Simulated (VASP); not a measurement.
Te, 2 atoms in the cell. It takes space group P6_3/mmc (No. 194, hexagonal). The conventional cell has a = 3.330 Å, b = 3.330 Å, c = 5.438 Å, α = 90.00°, β = 90.00°, γ = 120.00°. Te (site symmetry -6m2) has 12 Te at 3.33 Å within 4.4 Å. This isn't the form of Te at room conditions, which is trigonal, of chains.

```yaml
Program: VASP 6.6.1
Task: relaxation of cell and atoms
Functional: PBEsol
Potentials_or_basis: VASP PAW PBE potentials, release 64 (Te)
Cutoff: 600 eV
k_mesh: 9 × 9 × 5
Occupations: fermi-dirac, width 0.02 eV
Spin: no spin polarisation
Dipole_correction: no
Further_INCAR_settings: ALGO = Normal; EDIFF = 1e-07; IBRION = 2; EDIFFG = -0.02; NSW = 80; ISIF = 3
```

Potentials or basis: VASP PAW PBE potentials, release 64 (Te).

Run with:

```bash
$ cat potpaw_PBE.64/Te/POTCAR > POTCAR
$ mpirun -np 1 vasp_std > vasp.out
```

Hardware: 1 thread of AMD EPYC 7R13 (shared host).

Estimate the wall time of this run.

Run time: 5.1 min on 1 thread of AMD EPYC 7R13, with other jobs on the host, peak memory 0.18 GiB. Counts: scf iterations 118, k points 36, ion steps 15.
